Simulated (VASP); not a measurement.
# AlN (P6_3mc) in VASP: notebook

The runs below take AlN through single point, with PBE.

Everything below comes from runs of VASP 6.6.1. Logs are shortened: lines on timing, memory, paths and dates and some standing lists are left out, and cuts for length are marked.

### Step 1. The cell of the first run

It takes space group P6_3mc (No. 186, hexagonal). Conventional cell: a = 3.066 Å, b = 3.066 Å, c = 4.915 Å, α = 90.00°, β = 90.00°, γ = 120.00°. Al (site symmetry 3m) has 4 N at 1.86 to 1.88 Å within 2.5 Å. Within 2.5 Å of N (site symmetry 3m) lie 4 Al at 1.86 to 1.88 Å.

### Step 2. Single point, PBE (volume changed by -6%)

File INCAR:

```
PREC     = Accurate       # precision mode
ENCUT    = 520            # plane-wave cutoff, eV
EDIFF    = 1E-6           # SCF threshold, eV
ISMEAR   = 0              # smearing method
SIGMA    = 0.01           # smearing width, eV
LREAL    = F              # projectors in reciprocal space
LASPH    = T              # aspherical terms in the spheres
NELM     = 100            # most SCF steps
ALGO     = Normal         # electronic algorithm
ISIF     = 2              # what is computed and relaxed
LWAVE    = F              # write WAVECAR
LCHARG   = T              # write CHGCAR
GGA      = PE             # functional
LELF     = T              # ELF
LVHAR    = T            
NBANDS   = 16             # bands
```

File KPOINTS:

```
regular mesh
0
Gamma
  9 9 4
```

File POSCAR:

```
AlN
1.0
    3.0662940083      0.0000000000      0.0000000000
   -1.5331470041      2.6554885066      0.0000000000
    0.0000000000      0.0000000000      4.9154842107
Al N
2 2
Direct
    0.3333333333      0.6666666667     -0.0032711565
    0.6666666667      0.3333333333      0.4967288435
    0.3333333333      0.6666666667      0.3782711565
    0.6666666667      0.3333333333      0.8782711565
```

Potentials or basis: VASP PAW PBE potentials, release 64 (Al, N).

The run is started by

```console
cat potpaw_PBE.64/Al/POTCAR potpaw_PBE.64/N/POTCAR > POTCAR
mpirun -np 1 vasp_std > vasp.out
```

OUTCAR:

```text
PREC = Accurate
   ENCUT = 520
   EDIFF = 1E-6
   ISMEAR = 0
   LREAL = F
   LASPH = T
   NELM = 100
   ISIF = 2
   GGA = PE

 ion  position               nearest neighbor table
   1  0.333  0.667  0.997-   4 1.86   4 1.86   4 1.86   3 1.88   2 3.03   2 3.03   2 3.03   2 3.03
                             2 3.03   2 3.03
   2  0.667  0.333  0.497-   3 1.86   3 1.86   3 1.86   4 1.88   1 3.03   1 3.03   1 3.03   1 3.03
                             1 3.03   1 3.03
   3  0.333  0.667  0.378-   2 1.86   2 1.86   2 1.86   1 1.88
   4  0.667  0.333  0.878-   1 1.86   1 1.86   1 1.86   2 1.88

  LATTYP: Found a hexagonal cell.
 ALAT       =     3.0662940083
 C/A-ratio  =     1.6030700896

  Lattice vectors:

 A1 = (   3.0662940083,   0.0000000000,   0.0000000000)
 A2 = (  -1.5331470041,   2.6554885066,   0.0000000000)
 A3 = (   0.0000000000,   0.0000000000,   4.9154842107)

Analysis of symmetry for initial positions (statically):
=====================================================================
 Subroutine PRICEL returns:
 Original cell was already a primitive cell.

 Routine SETGRP: Setting up the symmetry group for a
 hexagonal supercell.

 Subroutine GETGRP returns: Found 12 space group operations
 (whereof  6 operations were pure point group operations)
 out of a pool of 24 trial point group operations.

The static configuration has the point symmetry C_3v.
 The point group associated with its full space group is C_6v.

Analysis of symmetry for dynamics (positions and initial velocities):
=====================================================================
 Subroutine PRICEL returns:
 Original cell was already a primitive cell.

 Routine SETGRP: Setting up the symmetry group for a
 hexagonal supercell.

 Subroutine GETGRP returns: Found 12 space group operations
 (whereof  6 operations were pure point group operations)
 out of a pool of 24 trial point group operations.

The dynamic configuration has the point symmetry C_3v.
 The point group associated with its full space group is C_6v.

 Subroutine INISYM returns: Found 12 space group operations
 (whereof  6 operations are pure point group operations),
 and found     1 'primitive' translations

----------------------------------------------------------------------------------------

                                     Primitive cell

  volume of cell :      40.0244

  direct lattice vectors                    reciprocal lattice vectors
     3.066294008  0.000000000  0.000000000     0.326126587  0.188289273  0.000000000
    -1.533147004  2.655488507  0.000000000     0.000000000  0.376578546  0.000000000
     0.000000000  0.000000000  4.915484211     0.000000000  0.000000000  0.203438757

  length of vectors
     3.066294008  3.066294008  4.915484211     0.376578546  0.376578546  0.203438757

  position of ions in fractional coordinates (direct lattice)
     0.333333333  0.666666667  0.996728844
     0.666666667  0.333333333  0.496728844
     0.333333333  0.666666667  0.378271156
     0.666666667  0.333333333  0.878271156

  ion indices of the primitive-cell ions
   primitive index   ion index
                 1           1
                 2           2
                 3           3
                 4           4

----------------------------------------------------------------------------------------

 KPOINTS: regular mesh

Automatic generation of k-mesh.
 Grid dimensions read from file:
 generate k-points for:    9    9    4

 Generating k-lattice:

  Cartesian coordinates                     Fractional coordinates (reciprocal lattice)
     0.036236287  0.020921030  0.000000000     0.111111111  0.000000000  0.000000000
     0.000000000  0.041842061  0.000000000     0.000000000  0.111111111  0.000000000
     0.000000000  0.000000000  0.050859689     0.000000000  0.000000000  0.250000000

  Length of vectors
     0.041842061  0.041842061  0.050859689

  Shift w.r.t. Gamma in fractional coordinates (k-lattice)
     0.000000000  0.000000000  0.000000000

 Subroutine IBZKPT returns following result:
 ===========================================

 Found     36 irreducible k-points:

 Following reciprocal coordinates:
            Coordinates               Weight
  0.000000  0.000000  0.000000      1.000000
  0.111111 -0.000000  0.000000      6.000000
  0.222222 -0.000000  0.000000      6.000000
  0.333333  0.000000  0.000000      6.000000
  0.444444 -0.000000  0.000000      6.000000
  0.111111  0.111111  0.000000      6.000000
[... 16 lines left out ...]
  0.333333  0.222222  0.250000     24.000000
  0.333333  0.333333  0.250000      4.000000
 [... further k-points ...]
   k-points           NKPTS =     36   k-points in BZ     NKDIM =     36   number of bands    NBANDS=     16
   number of dos      NEDOS =    301   number of ions     NIONS =      4
   total plane-waves  NPLWV =  23040
   dimension x,y,z NGX =    24 NGY =   24 NGZ =   40
   dimension x,y,z NGXF=    48 NGYF=   48 NGZF=   80
   ions per type =               2   2
   NGX,Y,Z   is equivalent  to a cutoff of  13.01, 13.01, 13.53 a.u.
   NGXF,Y,Z  is equivalent  to a cutoff of  26.02, 26.02, 27.06 a.u.
 SYSTEM =  unknown system
   PREC   = accura    normal or accurate (medium, high low for compatibility)
   ISTART =      0    job   : 0-new  1-cont  2-samecut
   ICHARG =      2    charge: 1-file 2-atom 10-const
   ISPIN  =      1    spin polarized calculation?
   LNONCOLLINEAR =      F non collinear calculations
   LSORBIT =      F    spin-orbit coupling
   LASPH  =      T    aspherical Exc in radial PAW
   ENCUT  =  520.0 eV  38.22 Ry    6.18 a.u.   5.70  5.70  9.14*2*pi/ulx,y,z
   NELM   =    100;   NELMIN=  2; NELMDL= -5     # of ELM steps
   EDIFF  = 0.1E-05   stopping-criterion for ELM
   LREAL  =      F    real-space projection
   EDIFFG = 0.1E-04   stopping-criterion for IOM
   NSW    =      0    number of steps for IOM
   IBRION =     -1    ionic relax: 0-MD 1-quasi-New 2-CG
   NFREE  =      0    steps in history (QN), initial steepest desc. (CG)
   ISIF   =      2    stress and relaxation
   ISYM   =      2    0-nonsym 1-usesym 2-fastsym
   POTIM  = 0.5000    time-step for ionic-motion
   TEBEG  =    0.0;   TEEND  =   0.0 temperature during run
   PSTRESS=    0.0 pullay stress
   NELECT =      16.0000    total number of electrons
   NUPDOWN=      -1.0000    fix difference up-down
   EMIN   =  10.00;   EMAX   =-10.00  energy-range for DOS
   EFERMI =   0.00;   METHOD = LEGACY
   ISMEAR =     0;   SIGMA  =   0.01  broadening in eV -4-tet -1-fermi 0-gaus
   EFERMI_NEDOS =   21; number of points for ismear=-14 and -15
   IALGO  =     38    algorithm
   IMIX   =      4    mixing-type and parameters
     AMIX     =   0.40;   BMIX     =  1.00
     AMIX_MAG =   1.60;   BMIX_MAG =  1.00
  volume/ion in A,a.u.               =      10.01        67.52
  Fermi-wavevector in a.u.,A,eV,Ry     =   1.205980  2.278971 19.788136  1.454387
  Thomas-Fermi vector in A             =   2.341660
   LORBIT       =      0    0 simple, 1 ext, 2 COOP (PROOUT), +10 PAW based schemes
   GGA     = PE    functional components
   LHFCALC =     F    Hartree Fock is set to
   AEXX    =    0.0000 exact exchange contribution
   IVDW    =     0    specifies the selected vdW correction
   LEPSILON=     F    determine dielectric tensor
   LRPA    =     F    only Hartree local field effects (RPA)
 non-spin polarized calculation
 Gauss-broadening in eV      SIGMA  =   0.01
  energy-cutoff  :      520.00
  volume of cell :       40.02
 maximum number of plane-waves:      1087
 NGX is ok and might be reduce to    24
   NGX = 11   NGY = 11   NGZ = 19

 number of electron      15.9999997 magnetization

 Free energy of the ion-electron system (eV)
  ---------------------------------------------------
  ext. energy  EPLUGINS =         0.00000000
  ---------------------------------------------------
  free energy    TOTEN  =       -29.68074219 eV

  energy without entropy =      -29.68074219  energy(sigma->0) =      -29.68074219

 E-fermi :   6.6490     XC(G=0): -11.0976

 val. band max:        6.5653155360   @ k =   0.0000   0.0000   0.0000
 cond. band min:      11.1589604278   @ k =   0.0000   0.0000   0.0000
 fundamental gap:      4.5936448918
 Fermi energy:         6.6489741124

 k-point     1 :       0.0000    0.0000    0.0000
  band No.  band energies     occupation
      1      -8.8778      2.00000
      2      -6.6015      2.00000
      3       0.3787      2.00000
      4       5.6924      2.00000
      5       5.6924      2.00000
      6       6.3488      2.00000
[... 8 lines left out ...]
     15      20.1327      0.00000
     16      20.1327      0.00000

 k-point     2 :       0.1111   -0.0000    0.0000
  band No.  band energies     occupation
      1      -8.7129      2.00000
      2      -6.5079      2.00000
      3       0.5720      2.00000
      4       4.9725      2.00000
      5       5.4876      2.00000
      6       5.6750      2.00000
[... 8 lines left out ...]
     15      19.9334      0.00000
     16      20.0972      0.00000

 k-point     3 :       0.2222   -0.0000    0.0000
  band No.  band energies     occupation
      1      -8.2442      2.00000
      2      -6.2728      2.00000
      3       1.1336      2.00000
      4       3.4299      2.00000
      5       4.3976      2.00000
      6       5.0690      2.00000
[... 8 lines left out ...]
     15      19.1805      0.00000
     16      19.8401      0.00000

 k-point     4 :       0.3333    0.0000    0.0000
  band No.  band energies     occupation
      1      -7.5655      2.00000
      2      -6.0446      2.00000
      3       1.9527      2.00000
      4       1.9928      2.00000
      5       3.1792      2.00000
      6       4.6806      2.00000
[... 8 lines left out ...]
     15      19.1144      0.00000
     16      21.4124      0.00000
[... 324 lines left out ...]
 k-point    22 :       0.2222    0.2222    0.2500
  band No.  band energies     occupation
      1      -7.0414      2.00000
      2      -6.1640      2.00000
      3       1.6754      2.00000
      4       2.0238      2.00000
      5       3.7353      2.00000
      6       3.8805      2.00000
[... 8 lines left out ...]
     15      19.1576      0.00000
     16      21.5904      0.00000

 k-point    23 :       0.3333    0.2222    0.2500
  band No.  band energies     occupation
      1      -6.5207      2.00000
      2      -6.0866      2.00000
      3       1.3496      2.00000
      4       1.8958      2.00000
      5       2.8926      2.00000
      6       4.0581      2.00000
[... 8 lines left out ...]
     15      19.7800      0.00000
     16      21.9498      0.00000

 k-point    24 :       0.3333    0.3333    0.2500
  band No.  band energies     occupation
      1      -6.1979      2.00000
      2      -6.1979      2.00000
      3       1.8269      2.00000
      4       2.0358      2.00000
      5       2.0358      2.00000
      6       3.5007      2.00000
[... 8 lines left out ...]
     15      19.9480      0.00000
     16      22.6087      0.00000

 [... further k-points ...]

------------------------ aborting loop because EDIFF is reached ----------------------------------------

  FORCE on cell =-STRESS in cart. coord.  units (eV):
  Direction    XX          YY          ZZ          XY          YZ          ZX
  --------------------------------------------------------------------------------------
  -------------------------------------------------------------------------------------
  Total        3.3911597      3.3911597      3.1769755      0.0000000      0.0000000      0.0000000
  in kB      135.7482691    135.7482691    127.1744650      0.0000000      0.0000000      0.0000000
  external PRESSURE =     132.8903344 kB  Pullay stress =       0.0000000 kB

 VOLUME and BASIS-vectors are now :
 -----------------------------------------------------------------------------
  energy-cutoff  :      520.00
  volume of cell :       40.02
      direct lattice vectors                 reciprocal lattice vectors
     3.066294008  0.000000000  0.000000000     0.326126587  0.188289273  0.000000000
    -1.533147004  2.655488507  0.000000000     0.000000000  0.376578546  0.000000000
     0.000000000  0.000000000  4.915484211     0.000000000  0.000000000  0.203438757

 POSITION                                       TOTAL-FORCE (eV/Angst)
 -----------------------------------------------------------------------------------
     -0.00000      1.77033      4.89940        -0.000000      0.000000     -0.023375
      1.53315      0.88516      2.44166         0.000000      0.000000     -0.023375
     -0.00000      1.77033      1.85939         0.000000     -0.000000      0.023375
      1.53315      0.88516      4.31713        -0.000000      0.000000      0.023375
 -----------------------------------------------------------------------------------
    total drift:                                0.000000      0.000000     -0.000009

  FREE ENERGIE OF THE ION-ELECTRON SYSTEM (eV)
  ---------------------------------------------------
  free  energy   TOTEN  =       -29.6807421900 eV

  energy  without entropy=      -29.6807421900  energy(sigma->0) =      -29.68074219
```

It took 13 s on 1 thread of AMD EPYC 9R45 (Zen 5), shared host; peak memory 0.13 GiB.

Results:

- Free energy: -29.6807 eV
- Pressure: 13.3 GPa
- Largest force: 0.023 eV/Å
- Band gap on the k mesh: 4.59 eV, direct

Forces on the atoms (eV/Å):
```
Al   0.000  0.000 -0.023
Al   0.000  0.000 -0.023
N    0.000  0.000  0.023
N    0.000  0.000  0.023
```

 A k mesh can miss the band edges.

(Continued in part 2 of 3.)
